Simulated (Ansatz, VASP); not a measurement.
One calculation of Be, two programs

The input INCAR:

```
SYSTEM = Be
ALGO = Fast
EDIFF = 1E-7
ENCUT = 520
GGA = PE
ISIF = 2
ISMEAR = 0
LASPH = .True.
LCHARG = .False.
LREAL = .False.
LWAVE = .False.
NBANDS = 15
NELM = 60
PREC = Accurate
SIGMA = 0.15
```

File KPOINTS:

```
k-points
0
Gamma
  28 28 6
  0 0 0
```

Contents of POSCAR:

```
Be
1.0
   -1.2502160087      1.2502160087     -1.2502160087
   -1.2502160087     -1.2502160087      1.2502160087
   -0.2500432017      7.5012960522      7.5012960522
Be
6
Direct
   -0.0916650000     -0.0916650000      0.9166500000
    0.4916683333      0.4916683333      0.0833166667
   -0.0249983333     -0.0249983333      0.2499833333
    0.4583350000      0.4583350000      0.4166500000
   -0.0583316667     -0.0583316667      0.5833166667
    0.4250016667      0.4250016667      0.7499833333
```

Input for Ansatz:

```yaml
crystal:
  lattice:
    - [-1.2502160087, 1.2502160087, -1.2502160087]
    - [-1.2502160087, -1.2502160087, 1.2502160087]
    - [-0.2500432017, 7.5012960522, 7.5012960522]
  atoms:
    - { symbol: Be, position: [-0.091665, -0.091665, 0.91665] }
    - { symbol: Be, position: [0.4916683333, 0.4916683333, 0.0833166667] }
    - { symbol: Be, position: [-0.0249983333, -0.0249983333, 0.2499833333] }
    - { symbol: Be, position: [0.458335, 0.458335, 0.41665] }
    - { symbol: Be, position: [-0.0583316667, -0.0583316667, 0.5833166667] }
    - { symbol: Be, position: [0.4250016667, 0.4250016667, 0.7499833333] }
basis:
  ecutwfc: 420
kpoints:
  mp_grid: { grid: [28, 28, 6] }
hamiltonian:
  xc: pbe
scf:
  occupations: { method: gaussian, width: 0.15 }
output:
  forces: true
  stress: true
  eigenvalues: true
```

Alike in both runs: task single point; functional PBE; k mesh 28 × 28 × 6; occupations gaussian, width 0.15 eV; no spin polarisation.

|  | VASP | Ansatz |
| --- | --- | --- |
| version | VASP 6.6.1 | Ansatz 0.2.0 |
| potentials or method | VASP PAW PBE potentials, release 64 (Be), cutoff 520 eV | scalar-relativistic, plane waves, PAW |
| valence electrons in the cell | 12 | 12 |

Ansatz gave:

- gap on the k mesh at the Fermi level (eV): none
- pressure (GPa): 0.4
- traceless stress, the component that is largest in VASP (GPa): 3.31
- rms of the force components (eV/Å): 0.260

Task: Which values does VASP return?

Result: gap on the k mesh at the Fermi level (eV): none; pressure (GPa): 0.6; traceless stress, the component that is largest in VASP (GPa): 3.32; rms of the force components (eV/Å): 0.261.

Atom by atom the forces differ by 0.000 eV/Å (rms over components). A gap of «none» marks a metal or a gap that the smearing closes.
